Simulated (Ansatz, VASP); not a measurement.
## Cd3I: VASP beside Ansatz

```
CELL_PARAMETERS angstrom
4.93588 0.00000 0.00000
0.00000 4.93588 0.00000
0.00000 0.00000 4.93588
ATOMIC_POSITIONS crystal
Cd 0.00000 0.50000 0.50000
Cd 0.50000 0.00000 0.50000
Cd 0.50000 0.50000 0.00000
I 0.00000 0.00000 0.00000
```

Alike in both runs: functional PBE; k mesh 10 × 10 × 10; occupations gaussian, width 0.1 eV; no spin polarisation.

Ansatz relaxed the structure, and its values are those at the end. VASP's run is a single point on that final structure, the one shown.

```csv
,VASP,Ansatz
version,VASP 6.6.1,Ansatz 0.2.0
potentials or method,"VASP PAW PBE potentials, release 64 (Cd, I), cutoff 520 eV","scalar-relativistic, plane waves, PAW"
valence electrons in the cell,43,77
```

```tsv
	VASP	Ansatz	Ansatz less VASP
gap on the k mesh at the Fermi level (eV)	none	none	-
pressure (GPa)	0.1	0.0	-0.08
```

A gap of «none» marks a metal or a gap that the smearing closes. VASP's potentials hold 43 valence electrons a cell and Ansatz's 77, so a difference there can come from the potentials and not from the codes.

Spin-orbit coupling is off throughout.
